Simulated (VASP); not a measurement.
# Ni (Fm-3m) in VASP: further runs, part 2 of 2

VASP 6.6.1. Earlier steps stand in the parts before.

### Step 4. Electric field gradients, PBE, collinear spin, ferromagnetic start (volume scaled by 0.975)

INCAR

```
PREC = Accurate
ENCUT = 520
EDIFF = 1E-8
ISMEAR = -1
SIGMA = 0.05
LREAL = False
LASPH = True
NELM = 150
ALGO = Normal
ISIF = 2
LWAVE = False
LCHARG = False
ISPIN = 2
MAGMOM = 1.5
LORBIT = 11
LMAXMIX = 4
GGA = PE
LEFG = True
NBANDS = 15
```

KPOINTS

```
regular mesh
0
Gamma
  20 20 20
```

POSCAR

```
Ni
1.0
    0.0000000000      1.7530925749      1.7530925749
    1.7530925749      0.0000000000      1.7530925749
    1.7530925749      1.7530925749      0.0000000000
Ni
1
Direct
    0.0000000000      0.0000000000      0.0000000000
```

Potentials or basis: VASP PAW PBE potentials, release 64 (Ni).

Launch:

```console
> cat potpaw_PBE.64/Ni/POTCAR > POTCAR
> mpirun -np 1 vasp_std > vasp.out
```

OUTCAR:

```text
PREC = Accurate
   ENCUT = 520
   EDIFF = 1E-8
   ISMEAR = -1
   LREAL = False
   LASPH = True
   NELM = 150
   ISIF = 2
   ISPIN = 2
   LORBIT = 11
   GGA = PE

 ion  position               nearest neighbor table
   1  0.000  0.000  0.000-

  LATTYP: Found a face centered cubic cell.
 ALAT       =     3.5061851498

  Lattice vectors:

 A1 = (   0.0000000000,   1.7530925749,   1.7530925749)
 A2 = (   1.7530925749,   0.0000000000,   1.7530925749)
 A3 = (   1.7530925749,   1.7530925749,   0.0000000000)

Analysis of symmetry for initial positions (statically):
=====================================================================
 Subroutine PRICEL returns:
 Original cell was already a primitive cell.

 Routine SETGRP: Setting up the symmetry group for a
 face centered cubic supercell.

 Subroutine GETGRP returns: Found 48 space group operations
 (whereof 48 operations were pure point group operations)
 out of a pool of 48 trial point group operations.

The static configuration has the point symmetry O_h .

Analysis of symmetry for dynamics (positions and initial velocities):
=====================================================================
 Subroutine PRICEL returns:
 Original cell was already a primitive cell.

 Routine SETGRP: Setting up the symmetry group for a
 face centered cubic supercell.

 Subroutine GETGRP returns: Found 48 space group operations
 (whereof 48 operations were pure point group operations)
 out of a pool of 48 trial point group operations.

The dynamic configuration has the point symmetry O_h .

Analysis of structural, dynamic, and magnetic symmetry:
[... 613 lines left out ...]
     11      40.3269      0.00000
     12      40.3269      0.00000
     13      40.3269      0.00000
     14      43.0443      0.00000
[... 403 lines left out ...]
      4       7.8271      1.00000
      5       9.3120      0.98196
      6       9.6298      0.08637
      7      18.9770      0.00000
      8      31.2707      0.00000
      9      33.7026      0.00000
     10      35.7133      0.00000
     11      37.5988      0.00000
     12      39.4409      0.00000
     13      43.7526      0.00000
     14      50.4804      0.00000
     15      52.2018      0.00000

 [... further k-points ...]
[... 5 lines left out ...]
  --------------------------------------------------------------------------------------
  -------------------------------------------------------------------------------------
  Total        0.1426941      0.1426941      0.1426941      0.0000000      0.0000000     -0.0000000
  in kB       21.2164219     21.2164219     21.2164219      0.0000000      0.0000000     -0.0000000
  external PRESSURE =      21.2164219 kB  Pullay stress =       0.0000000 kB

 VOLUME and BASIS-vectors are now :
 -----------------------------------------------------------------------------
  energy-cutoff  :      520.00
  volume of cell :       10.78
      direct lattice vectors                 reciprocal lattice vectors
     0.000000000  1.753092575  1.753092575    -0.285210266  0.285210266  0.285210266
     1.753092575  0.000000000  1.753092575     0.285210266 -0.285210266  0.285210266
     1.753092575  1.753092575  0.000000000     0.285210266  0.285210266 -0.285210266

 POSITION                                       TOTAL-FORCE (eV/Angst)
 -----------------------------------------------------------------------------------
      0.00000      0.00000      0.00000         0.000000     -0.000000      0.000000
 -----------------------------------------------------------------------------------
    total drift:                                0.000000     -0.000000     -0.000000

  FREE ENERGIE OF THE ION-ELECTRON SYSTEM (eV)
  ---------------------------------------------------
  free  energy   TOTEN  =        -5.4771754710 eV

  energy  without entropy=       -5.4632010238  energy(sigma->0) =       -5.47018825

 Electric field gradients (V/A^2)
---------------------------------------------------------------------
 ion       V_xx      V_yy      V_zz      V_xy      V_xz      V_yz
---------------------------------------------------------------------
   1      -0.000    -0.000    -0.000    -0.001    -0.001    -0.001
---------------------------------------------------------------------

 Electric field gradients after diagonalization (V/A^2)
 (convention: |V_zz| > |V_xx| > |V_yy|)
----------------------------------------------------------------------
 ion       V_xx      V_yy      V_zz     asymmetry (V_yy - V_xx)/ V_zz
----------------------------------------------------------------------
   1       0.001     0.001    -0.001       0.000
----------------------------------------------------------------------

           NMR quadrupolar parameters

 Cq : quadrupolar parameter    Cq=e*Q*V_zz/h
 eta: asymmetry parameters     (V_yy - V_xx)/ V_zz
 Q  : nuclear electric quadrupole moment in mb (millibarn)
----------------------------------------------------------------------
 ion       Cq(MHz)       eta       Q (mb)
----------------------------------------------------------------------
   1      -0.000       0.000       1.000
----------------------------------------------------------------------

 total charge

# of ion       s       p       d       tot
------------------------------------------
    1        0.502   0.507   8.319   9.327

 magnetization (x)

# of ion       s       p       d       tot
------------------------------------------
    1       -0.006  -0.025   0.669   0.637
```

stdout:

```text
POSCAR found type information on POSCAR Ni
 POSCAR found :  1 types and       1 ions
 scaLAPACK will be used
 LDA part: xc-table for (Slater+PW92), standard interpolation
 POSCAR, INCAR and KPOINTS ok, starting setup
 FFT: planning ... GRIDC
 FFT: planning ... GRID_SOFT
 FFT: planning ... GRID
 WAVECAR not read
 entering main loop
ion   1
```

It took 38 s on 1 thread of Intel Xeon 6975P-C (Granite Rapids), shared host; peak memory 0.16 GiB.

Results:

- Free energy: -5.4772 eV
- Pressure: 2.1 GPa
- Net moment: 0.63 μB per cell
- Site moments: Ni +0.64 μB
- Valence electrons inside the program's atomic spheres: Ni 9.33

Levels at points of the mesh, in eV from the Fermi level:
Spin up:
```
           k point  band 2  band 3  band 4  band 5  band 6  band 7  band 8  band 9
(0.00, 0.00, 0.00)   -2.46   -2.46   -2.46   -1.27   -1.27   23.81   27.74   27.74
(0.50, 0.00, 0.00)   -2.44   -2.44   -0.60   -0.60   -0.31    5.73   22.29   24.84
(0.50, 0.50, 0.00)   -4.25   -0.55   -0.47   -0.47    2.45    9.31   14.92   14.92
```
Spin down:
| k point | band 2 | band 3 | band 4 | band 5 | band 6 | band 7 | band 8 | band 9 |
| --- | --- | --- | --- | --- | --- | --- | --- | --- |
| (0.00, 0.00, 0.00) | -1.71 | -1.71 | -1.71 | -0.68 | -0.68 | 23.65 | 27.72 | 27.72 |
| (0.50, 0.00, 0.00) | -1.82 | -1.82 | -0.37 | 0.16 | 0.16 | 6.16 | 22.15 | 24.93 |
| (0.50, 0.50, 0.00) | -3.63 | 0.07 | 0.39 | 0.39 | 2.42 | 9.55 | 14.93 | 14.93 |

Caveat: the cell differs from its parent crystal (volume scaled by 0.975); without QUAD_EFG the Cq values of the log hold for a quadrupole moment of 1 mb, not for the nuclei.

### Step 5. Electric field gradients, PBE, collinear spin, ferromagnetic start

This run uses another cell than the first one, of 11.05 Å³/atom, 1.053 times its volume.

INCAR

```
SYSTEM = Ni
ALGO     = Normal         ! electronic algorithm
EDIFF    = 1E-8           ! SCF threshold, eV
ENCUT    = 520            ! plane-wave cutoff, eV
GGA      = PE             ! functional
ISIF     = 2              ! what is computed and relaxed
ISMEAR   = -1             ! smearing method
ISPIN    = 2              ! spin polarisation
LASPH    = .TRUE.         ! aspherical terms in the spheres
LCHARG   = .FALSE.        ! write CHGCAR
LEFG     = .TRUE.       
LMAXMIX  = 4              ! l up to which the mixer works
LORBIT   = 11             ! projections on sites
LREAL    = .FALSE.        ! projectors in reciprocal space
LWAVE    = .FALSE.        ! write WAVECAR
MAGMOM   = 1.5            ! initial moments
NBANDS   = 15             ! bands
NELM     = 150            ! most SCF steps
PREC     = Accurate       ! precision mode
SIGMA    = 0.05           ! smearing width, eV
```

KPOINTS

```
k-points
0
G
  20 20 20
  0 0 0
```

POSCAR

```
Ni
1.0
    0.0000000000      1.7679500000      1.7679500000
    1.7679500000      0.0000000000      1.7679500000
    1.7679500000      1.7679500000      0.0000000000
Ni
1
Direct
    0.0000000000      0.0000000000      0.0000000000
```

Potentials or basis: VASP PAW PBE potentials, release 64 (Ni).

Launch:

```console
> cat potpaw_PBE.64/Ni/POTCAR > POTCAR
> mpirun -np 1 vasp_std > vasp.out
```

OUTCAR:

```text
SYSTEM = Ni
   EDIFF = 1E-8
   ENCUT = 520
   GGA = PE
   ISIF = 2
   ISMEAR = -1
   ISPIN = 2
   LASPH = .TRUE.
   LORBIT = 11
   LREAL = .FALSE.
   NELM = 150
   PREC = Accurate

 ion  position               nearest neighbor table
   1  0.000  0.000  0.000-

  LATTYP: Found a face centered cubic cell.
 ALAT       =     3.5359000000

  Lattice vectors:

 A1 = (   0.0000000000,   1.7679500000,   1.7679500000)
 A2 = (   1.7679500000,   0.0000000000,   1.7679500000)
 A3 = (   1.7679500000,   1.7679500000,   0.0000000000)

Analysis of symmetry for initial positions (statically):
=====================================================================
 Subroutine PRICEL returns:
 Original cell was already a primitive cell.

 Routine SETGRP: Setting up the symmetry group for a
 face centered cubic supercell.

 Subroutine GETGRP returns: Found 48 space group operations
 (whereof 48 operations were pure point group operations)
 out of a pool of 48 trial point group operations.

The static configuration has the point symmetry O_h .

Analysis of symmetry for dynamics (positions and initial velocities):
=====================================================================
 Subroutine PRICEL returns:
 Original cell was already a primitive cell.

 Routine SETGRP: Setting up the symmetry group for a
 face centered cubic supercell.

 Subroutine GETGRP returns: Found 48 space group operations
 (whereof 48 operations were pure point group operations)
 out of a pool of 48 trial point group operations.

The dynamic configuration has the point symmetry O_h .

Analysis of structural, dynamic, and magnetic symmetry:
=====================================================================
[... 1020 lines left out ...]
      5       8.9647      0.97847
      6       9.2709      0.09054
      7      18.4140      0.00000
      8      30.6350      0.00000
      9      32.9849      0.00000
     10      34.8829      0.00000
     11      36.8165      0.00000
     12      38.6268      0.00000
     13      42.8211      0.00000
     14      49.4511      0.00000
     15      51.1856      0.00000

 [... further k-points ...]
[... 5 lines left out ...]
  --------------------------------------------------------------------------------------
  -------------------------------------------------------------------------------------
  Total       -0.1929501     -0.1929501     -0.1929501     -0.0000000      0.0000000      0.0000000
  in kB      -27.9714913    -27.9714913    -27.9714913     -0.0000000      0.0000000      0.0000000
  external PRESSURE =     -27.9714913 kB  Pullay stress =       0.0000000 kB

 VOLUME and BASIS-vectors are now :
 -----------------------------------------------------------------------------
  energy-cutoff  :      520.00
  volume of cell :       11.05
      direct lattice vectors                 reciprocal lattice vectors
     0.000000000  1.767950000  1.767950000    -0.282813428  0.282813428  0.282813428
     1.767950000  0.000000000  1.767950000     0.282813428 -0.282813428  0.282813428
     1.767950000  1.767950000  0.000000000     0.282813428  0.282813428 -0.282813428

 POSITION                                       TOTAL-FORCE (eV/Angst)
 -----------------------------------------------------------------------------------
      0.00000      0.00000      0.00000         0.000000      0.000000      0.000000
 -----------------------------------------------------------------------------------
    total drift:                                0.000000      0.000000      0.000000

  FREE ENERGIE OF THE ION-ELECTRON SYSTEM (eV)
  ---------------------------------------------------
  free  energy   TOTEN  =        -5.4764707221 eV

  energy  without entropy=       -5.4620929262  energy(sigma->0) =       -5.46928182

 Electric field gradients (V/A^2)
---------------------------------------------------------------------
 ion       V_xx      V_yy      V_zz      V_xy      V_xz      V_yz
---------------------------------------------------------------------
   1      -0.000    -0.000    -0.000    -0.002    -0.002    -0.002
---------------------------------------------------------------------

 Electric field gradients after diagonalization (V/A^2)
 (convention: |V_zz| > |V_xx| > |V_yy|)
----------------------------------------------------------------------
 ion       V_xx      V_yy      V_zz     asymmetry (V_yy - V_xx)/ V_zz
----------------------------------------------------------------------
   1       0.002     0.002    -0.003       0.000
----------------------------------------------------------------------

           NMR quadrupolar parameters

 Cq : quadrupolar parameter    Cq=e*Q*V_zz/h
 eta: asymmetry parameters     (V_yy - V_xx)/ V_zz
 Q  : nuclear electric quadrupole moment in mb (millibarn)
----------------------------------------------------------------------
 ion       Cq(MHz)       eta       Q (mb)
----------------------------------------------------------------------
   1      -0.000       0.000       1.000
----------------------------------------------------------------------

 total charge

# of ion       s       p       d       tot
------------------------------------------
    1        0.491   0.484   8.307   9.282

 magnetization (x)

# of ion       s       p       d       tot
------------------------------------------
    1       -0.007  -0.025   0.675   0.643
```

OSZICAR:

```text
N       E                     dE             d eps       ncg     rms          rms(c)
DAV:   1     0.329348575292E+02    0.32935E+02   -0.41999E+03 16343   0.855E+02
DAV:   2    -0.500567484462E+01   -0.37941E+02   -0.35044E+02 17432   0.161E+02
DAV:   3    -0.644025663951E+01   -0.14346E+01   -0.14243E+01 18664   0.309E+01
DAV:   4    -0.644915491427E+01   -0.88983E-02   -0.88967E-02 18921   0.231E+00
DAV:   5    -0.644926883993E+01   -0.11393E-03   -0.11392E-03 18980   0.235E-01    0.102E+01
DAV:   6    -0.584974857044E+01    0.59952E+00   -0.13525E+01 22248   0.412E+01    0.625E+00
DAV:   7    -0.549226364554E+01    0.35748E+00   -0.25715E+00 20690   0.158E+01    0.181E+00
DAV:   8    -0.548011214715E+01    0.12151E-01   -0.20996E-02 18543   0.917E-01    0.952E-01
DAV:   9    -0.547714597040E+01    0.29662E-02   -0.21339E-03 24776   0.285E-01    0.294E-01
DAV:  10    -0.547647066279E+01    0.67531E-03   -0.93340E-04 24414   0.177E-01    0.362E-02
DAV:  11    -0.547646962526E+01    0.10375E-05   -0.17647E-05 22121   0.275E-02    0.267E-02
DAV:  12    -0.547647084540E+01   -0.12201E-05   -0.20744E-06 22807   0.799E-03    0.688E-03
DAV:  13    -0.547647051228E+01    0.33312E-06   -0.10159E-07 19856   0.363E-03    0.262E-03
DAV:  14    -0.547647078139E+01   -0.26911E-06   -0.25351E-08 16880   0.966E-04    0.574E-04
DAV:  15    -0.547647072098E+01    0.60410E-07   -0.67586E-09 14197   0.610E-04    0.319E-04
DAV:  16    -0.547647072206E+01   -0.10850E-08   -0.30719E-10 10648   0.187E-04
   1 F= -.54764707E+01 E0= -.54692818E+01  d E =-.143778E-01  mag=     0.6299
```

stdout:

```text
POSCAR found type information on POSCAR Ni
 POSCAR found :  1 types and       1 ions
 scaLAPACK will be used
 LDA part: xc-table for (Slater+PW92), standard interpolation
 POSCAR, INCAR and KPOINTS ok, starting setup
 FFT: planning ... GRIDC
 FFT: planning ... GRID_SOFT
 FFT: planning ... GRID
 WAVECAR not read
 entering main loop
ion   1
```

Wall time 44 s (1 thread of Intel Xeon 6975P-C (Granite Rapids), shared host); peak memory 0.18 GiB.

What came out:

```
Free energy                                           : -5.4765 eV
Pressure                                              : -2.8 GPa
Net moment                                            : 0.63 μB per cell
Site moments                                          : Ni +0.64 μB
Valence electrons inside the program's atomic spheres : Ni 9.28
```

Caveat: without QUAD_EFG the Cq values of the log hold for a quadrupole moment of 1 mb, not for the nuclei.

### Step 6. The runs side by side

| cell | gap on the mesh (eV) | pressure (GPa) | moment (μB) |
| --- | --- | --- | --- |
| a = 2.458 Å, angles 60.0°, 1 atom | none | 7.8 | 0.62 |
| a = 2.479 Å, angles 60.0°, 1 atom | none | 2.1 | 0.63 |
| a = 2.500 Å, angles 60.0°, 1 atom | none | -2.8 | 0.63 |

Alike in all rows: task electric field gradients; level PBE; potentials or basis VASP PAW PBE potentials, release 64 (Ni); spin collinear, ferromagnetic start; k mesh 20 × 20 × 20; cutoff (eV) 520; smearing fermi-dirac 0.05 eV.

Absolute energies hang on the potentials; compare differences alone.
